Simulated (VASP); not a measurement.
Write the native input for VASP 6.6.1 that does the following.

| Property | Result |
| --- | --- |
| Task | single point |
| Functional | PBE |
| Potentials or basis | VASP PAW PBE potentials, release 64 (Al, N) |
| Cutoff | 520 eV |
| k mesh | 9 × 9 × 4 |
| Occupations | gaussian, width 0.02 eV |
| Spin | no spin polarisation |
| Dipole correction | no |
| Further INCAR settings | ALGO = Normal; EDIFF = 1e-06; NBANDS = 16 |

The structure of AlN lies in POSCAR:

```
AlN
1.0
    2.9745037892      0.0000000000      0.0000000000
   -1.4872518947      2.5759958451      0.0000000000
    0.0000000000      0.0000000000      5.3578051953
Al N
2 2
Direct
    0.6666666700      0.3333333300      1.0139189511
    0.3333333300      0.6666666700      0.5139189511
    0.6666666700      0.3333333300      0.6110810489
    0.3333333300      0.6666666700      0.1110810489
```

This cell differs from its parent crystal: B replaced by Al, lengths x 1.143, strained.

One way to write it, as run:

INCAR

```
SYSTEM = AlN
PREC = Accurate
ENCUT = 520
EDIFF = 1E-6
ISMEAR = 0
SIGMA = 0.02
LREAL = .False.
LASPH = .True.
NELM = 80
ALGO = Normal
ISIF = 2
LWAVE = .False.
LCHARG = .False.
GGA = PE
NBANDS = 16
```

KPOINTS

```
Automatic mesh
0
Gamma
  9 9 4
  0 0 0
```

Potentials or basis: VASP PAW PBE potentials, release 64 (Al, N).

Launch:

```sh
$ cat potpaw_PBE.64/Al/POTCAR potpaw_PBE.64/N/POTCAR > POTCAR
$ mpirun -np 1 vasp_std > vasp.out
```

Results of the run:

```yaml
Pressure: 17.9 GPa
Largest_force: 1.592 eV/Å
Band_gap_on_the_k_mesh: 4.08 eV, indirect (least direct gap 4.09 eV)
```

Caveat: the cell differs from its parent crystal (B replaced by Al, lengths x 1.143, strained); forces of over 1 eV/Å act on the atoms, so gaps and moduli don't describe the material at rest.

It took 34 s on 1 thread of Intel Xeon 8259CL, on a shared host, peak memory 0.16 GiB.
